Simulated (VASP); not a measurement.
Runs of VASP 6.6.1 on SnO. The structure is that of space group Fm-3m (No. 225), or close to it. The cells are those of the table. 

```csv
task,level,potentials or basis,spin,cell,k mesh,cutoff (eV),grid for exact exchange (PRECFOCK),share of exact exchange,gap on the mesh (eV),pressure (GPa),relaxed volume (Å³/atom)
single point,LDA,"VASP PAW LDA potentials, release 64 (Sn_d, O)",off,"a = 3.588 Å, angles 60.0°, 2 atoms",8 × 8 × 8,520,-,-,0.87,-5.0,-
single point,r2SCAN,"VASP PAW PBE potentials, release 64 (Sn_d, O)",off,"a = 3.588 Å, angles 60.0°, 2 atoms",8 × 8 × 8,520,-,-,1.00,0.2,-
single point,PBE,"VASP PAW PBE potentials, release 64 (Sn_d, O)","non-collinear, zero start, SOC","a = 3.588 Å, angles 60.0°, 2 atoms",8 × 8 × 8,520,-,-,-,2.3,-
single point,PBE,"VASP PAW PBE potentials, release 64 (Sn_d, O)",off,"a = 3.588 Å, angles 60.0°, 2 atoms",8 × 8 × 8,520,-,-,0.89,2.3,-
single point,PBEsol,"VASP PAW PBE potentials, release 64 (Sn_d, O)",off,"a = 3.560 Å, angles 60.0°, 2 atoms",8 × 8 × 8,520,-,-,0.87,0.0,-
single point,PBE,"VASP PAW PBE potentials, release 64 (Sn_d, O)",off,"a = 3.619 Å, angles 60.0°, 2 atoms",10 × 10 × 10,520,-,-,0.69,0.0,-
relaxation of cell and atoms,LDA,"VASP PAW LDA potentials, release 64 (Sn_d, O)",off,"relaxed from a = 3.619 Å, angles 60.0°, 2 atoms",8 × 8 × 8,600,-,-,0.87,0.0,15.55
relaxation of cell and atoms,PBE,"VASP PAW PBE potentials, release 64 (Sn_d, O)",off,"relaxed from a = 2.901 Å, angles 60.0°, 2 atoms",10 × 10 × 10,600,-,-,(b),0.0,(a)
relaxation of cell and atoms,PBEsol,"VASP PAW PBE potentials, release 64 (Sn_d, O)",off,"relaxed from a = 3.619 Å, angles 60.0°, 2 atoms",8 × 8 × 8,600,-,-,0.87,0.0,15.96
single point,PBE0,"VASP PAW PBE potentials, release 64 (Sn_d, O)",off,"a = 3.588 Å, angles 60.0°, 2 atoms",6 × 6 × 6,520,Normal,0.25,1.75,-0.1,-
relaxation of cell and atoms,r2SCAN,"VASP PAW PBE potentials, release 64 (Sn_d, O)",off,"relaxed from a = 3.619 Å, angles 60.0°, 2 atoms",8 × 8 × 8,600,-,-,1.00,0.0,16.35
single point,LDA,"VASP PAW LDA potentials, release 64 (Sn_d, O)",off,"a = 3.528 Å, angles 60.0°, 2 atoms",8 × 8 × 8,520,-,-,0.87,0.2,-
```

Alike in all rows: smearing fermi-dirac 0.02 eV.

Problem. Estimate the missing entries.

Solution. (a) 16.17; (b) 0.63.

Caveats: spin-orbit coupling is left out, which moves the levels of the heavy elements (at least some runs); the PAW data sets were made with another functional, which shifts forces and pressure a little (at least some runs); the cell stands under tension (at least some runs); the volume moved by over 15 % at a fixed basis, so the end points are rough (at least some runs).

A k mesh can miss the band edges, and rows without SOC leave out spin-orbit coupling on Sn.
